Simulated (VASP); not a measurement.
# BN (F-43m) in VASP: a series of runs, part 2 of 2

VASP 6.6.1. Earlier steps stand in the parts before.

### Step 5. Relaxation of cell and atoms, LDA, target pressure 50 GPa, at which the enthalpy is minimised

This run uses another cell than the first one, of 5.74 Å³/atom, 1.005 times its volume.

INCAR

```
PREC = Accurate
ENCUT = 600
EDIFF = 1E-7
ISMEAR = 0
SIGMA = 0.01
LREAL = False
LASPH = True
NELM = 120
ALGO = Normal
ISIF = 3
LWAVE = False
LCHARG = False
IBRION = 2
NSW = 80
EDIFFG = -0.001
PSTRESS = 500.0
GGA_COMPAT = False
NELMIN = 4
```

KPOINTS

```
Automatic mesh
0
Gamma
  12 12 12
```

POSCAR

```
BN
1.0
    0.0000000000      1.7902744181      1.7902744181
    1.7902744181      0.0000000000      1.7902744181
    1.7902744181      1.7902744181      0.0000000000
B N
1 1
Direct
    0.0000000000      0.0000000000      0.0000000000
    0.7500000000      0.7500000000      0.7500000000
```

Potentials or basis: VASP PAW LDA potentials, release 64 (B, N).

Run with:

```console
$ cat potpaw_LDA.64/B/POTCAR potpaw_LDA.64/N/POTCAR > POTCAR
$ mpirun -np 1 vasp_std > vasp.out
```

OUTCAR:

```text
PREC = Accurate
   ENCUT = 600
   EDIFF = 1E-7
   ISMEAR = 0
   LREAL = False
   LASPH = True
   NELM = 120
   ISIF = 3
   IBRION = 2
   NSW = 80
   EDIFFG = -0.001
   PSTRESS = 500.0
   NELMIN = 4

 ion  position               nearest neighbor table
   1  0.000  0.000  0.000-   2 1.55   2 1.55   2 1.55   2 1.55
   2  0.750  0.750  0.750-   1 1.55   1 1.55   1 1.55   1 1.55

  LATTYP: Found a face centered cubic cell.
 ALAT       =     3.5805488362

  Lattice vectors:

 A1 = (   0.0000000000,   1.7902744181,   1.7902744181)
 A2 = (   1.7902744181,   0.0000000000,   1.7902744181)
 A3 = (   1.7902744181,   1.7902744181,   0.0000000000)

Analysis of symmetry for initial positions (statically):
=====================================================================
 Subroutine PRICEL returns:
 Original cell was already a primitive cell.

 Routine SETGRP: Setting up the symmetry group for a
 face centered cubic supercell.

 Subroutine GETGRP returns: Found 24 space group operations
 (whereof 24 operations were pure point group operations)
 out of a pool of 48 trial point group operations.

The static configuration has the point symmetry T_d .

Analysis of symmetry for dynamics (positions and initial velocities):
=====================================================================
 Subroutine PRICEL returns:
 Original cell was already a primitive cell.

 Routine SETGRP: Setting up the symmetry group for a
 face centered cubic supercell.

 Subroutine GETGRP returns: Found 24 space group operations
 (whereof 24 operations were pure point group operations)
 out of a pool of 48 trial point group operations.

The dynamic configuration has the point symmetry T_d .

 Subroutine INISYM returns: Found 24 space group operations
 (whereof 24 operations are pure point group operations),
 and found     1 'primitive' translations

----------------------------------------------------------------------------------------

                                     Primitive cell

[... 115 lines left out ...]
   GGA     = CA    functional components
   LHFCALC =     F    Hartree Fock is set to
   AEXX    =    0.0000 exact exchange contribution
   IVDW    =     0    specifies the selected vdW correction
   LEPSILON=     F    determine dielectric tensor
   LRPA    =     F    only Hartree local field effects (RPA)
 conjugate gradient relaxation of ions
 non-spin polarized calculation
 Gauss-broadening in eV      SIGMA  =   0.01
  energy-cutoff  :      600.00
  volume of cell :       11.48
 maximum number of plane-waves:       392
   NGX = 11   NGY = 11   NGZ = 11

--------------------------------------- Ionic step        1  -------------------------------------------

 number of electron       7.9999999 magnetization

 Free energy of the ion-electron system (eV)
  ---------------------------------------------------
  ext. energy  EPLUGINS =         0.00000000
  ---------------------------------------------------
  free energy    TOTEN  =       -19.41630805 eV

  energy without entropy =      -19.41630805  energy(sigma->0) =      -19.41630805

------------------------ aborting loop because EDIFF is reached ----------------------------------------

  FORCE on cell =-STRESS in cart. coord.  units (eV):
  Direction    XX          YY          ZZ          XY          YZ          ZX
  --------------------------------------------------------------------------------------
  -------------------------------------------------------------------------------------
  Total        0.0523807      0.0523807      0.0523807      0.0000000     -0.0000000      0.0000000
  in kB        7.3129534      7.3129534      7.3129534      0.0000000     -0.0000000      0.0000000
  external PRESSURE =    -492.6870466 kB  Pullay stress =     500.0000000 kB
[... 25 lines left out ...]
--------------------------------------- Ionic step        2  -------------------------------------------

 number of electron       8.0000000 magnetization

 E-fermi :  11.6920     XC(G=0): -14.5871

 val. band max:       11.5627685574   @ k =   0.0000   0.0000   0.0000
 cond. band min:      16.2135386247   @ k =   0.5000   0.5000   0.0000
 fundamental gap:      4.6507700673
 Fermi energy:        11.6919563219

 k-point     1 :       0.0000    0.0000    0.0000
  band No.  band energies     occupation
      1     -12.2568      2.00000
      2      11.5628      2.00000
      3      11.5628      2.00000
      4      11.5628      2.00000
      5      21.6475      0.00000
      6      21.6475      0.00000
      7      21.6475      0.00000
      8      27.2399      0.00000
[... 442 lines left out ...]
--------------------------------------- Ionic step        7  -------------------------------------------

 number of electron       8.0000001 magnetization

 Free energy of the ion-electron system (eV)
  ---------------------------------------------------
  ext. energy  EPLUGINS =         0.00000000
  ---------------------------------------------------
  free energy    TOTEN  =       -19.25391285 eV

  energy without entropy =      -19.25391285  energy(sigma->0) =      -19.25391285

 E-fermi :   9.2509     XC(G=0): -13.7420

 val. band max:        9.1052140953   @ k =   0.0000   0.0000   0.0000
 cond. band min:      13.5938258967   @ k =   0.5000   0.5000   0.0000
 fundamental gap:      4.4886118013
 Fermi energy:         9.2509309697

 k-point     1 :       0.0000    0.0000    0.0000
  band No.  band energies     occupation
      1     -12.5143      2.00000
      2       9.1052      2.00000
      3       9.1052      2.00000
      4       9.1052      2.00000
      5      18.4039      0.00000
      6      18.4039      0.00000
      7      18.4039      0.00000
      8      21.7406      0.00000
[... 286 lines left out ...]
  energy  without entropy=      -19.2539128542  energy(sigma->0) =      -19.25391285

  enthalpy is  TOTEN    =       -16.0179475296 eV   P V=        3.2359653246

 reached required accuracy - stopping structural energy minimisation
```

OSZICAR:

```text
N       E                     dE             d eps       ncg     rms          rms(c)
DAV:   1     0.104455020319E+02    0.10446E+02   -0.58054E+03  1184   0.111E+03
DAV:   2    -0.204442435873E+02   -0.30890E+02   -0.30090E+02  1576   0.170E+02
DAV:   3    -0.206002240201E+02   -0.15598E+00   -0.15598E+00  1344   0.153E+01
[... 52 lines left out ...]
DAV:   1    -0.192539735147E+02    0.61816E-02   -0.20250E-03  1288   0.509E-01    0.564E-02
DAV:   2    -0.192539174627E+02    0.56052E-04   -0.23267E-04  1184   0.122E-01    0.158E-02
DAV:   3    -0.192539138595E+02    0.36032E-05   -0.80419E-06  1464   0.282E-02    0.594E-03
DAV:   4    -0.192539128724E+02    0.98716E-06   -0.10812E-06  1352   0.930E-03    0.188E-03
DAV:   5    -0.192539128542E+02    0.18185E-07   -0.28168E-08   616   0.148E-03
   7 F= -.16017948E+02 E0= -.16017948E+02  d E =-.376066E-04
```

CONTCAR:

```text
BN
   1.00000000000000
     0.0000000000000000    1.7307651714104948    1.7307651714104948
     1.7307651714104948   -0.0000000000000000    1.7307651714104948
     1.7307651714104948    1.7307651714104948    0.0000000000000000
  B               N
     1     1
Direct
     0.0000000000000000    0.0000000000000000    0.0000000000000000
     0.7500000000000000    0.7500000000000000    0.7500000000000000

  0.00000000E+00  0.00000000E+00  0.00000000E+00
  0.00000000E+00  0.00000000E+00  0.00000000E+00
```

Wall time 13 s (1 thread of Intel Xeon 6975P-C (Granite Rapids), shared host); peak memory 0.11 GiB.

What came out:

* Free energy: -19.2539 eV
* Relaxed volume: 5.18 Å³/atom
* Relaxed cell: a = 2.448 Å, b = 2.448 Å, c = 2.448 Å, α = 60.00°, β = 60.00°, γ = 60.00°
* Space group after relaxing (to 0.05 Å): F-43m (No. 216)
* Energy change on relaxing (the enthalpy is what falls): +81.2 meV/atom
* Ionic steps: 7
* Pressure after relaxing: 50.0 GPa
* Band gap on the k mesh: 4.49 eV, indirect (least direct gap 9.30 eV)

Step by step:
```
step  energy change (eV)  largest force (eV/Å)  pressure (GPa)  volume (Å³)
   1              0.0000                0.0000            0.73        11.48
   2              1.2036                0.0000          175.03         8.79
   3              0.1467                0.0000           47.17        10.42
   4              0.1604                0.0000           49.64        10.38
   5              0.1670                0.0000           50.82        10.35
   6              0.1562                0.0000           48.88        10.39
   7              0.1624                0.0000           50.00        10.37
```

Final structure:
```
B N
1.0
     0.00000    1.73077    1.73077
     1.73077    0.00000    1.73077
     1.73077    1.73077    0.00000
B N
1 1
Direct
  0.00000 0.00000 0.00000
  0.75000 0.75000 0.75000
```

Caveat: the cell is relaxed towards a set pressure, so the enthalpy falls and the energy may rise. A k mesh can miss the band edges.

### Step 6. Summary

```tsv
task	cell	k mesh	smearing	gap on the mesh (eV)	pressure (GPa)
single point	a = 2.528 Å, angles 60.0°, 2 atoms	12 × 12 × 12	gaussian 0.01 eV	4.38	2.8
relaxation of cell and atoms	relaxed from a = 2.564 Å, angles 60.0°, 2 atoms	10 × 10 × 10	gaussian 0.1 eV	4.38	-0.1
relaxation of cell and atoms	relaxed to 2 GPa from a = 2.532 Å, angles 60.0°, 2 atoms	12 × 12 × 12	gaussian 0.01 eV	4.38	2.0
relaxation of cell and atoms	relaxed to 50 GPa from a = 2.532 Å, angles 60.0°, 2 atoms	12 × 12 × 12	gaussian 0.01 eV	4.49	50.0
```

Alike in all rows: level LDA; potentials or basis VASP PAW LDA potentials, release 64 (B, N); no spin polarisation; cutoff (eV) 600.

Caveats: the cell is relaxed towards a set pressure, so the enthalpy falls and the energy may rise (some runs).

Absolute energies hang on the potentials; compare differences alone.
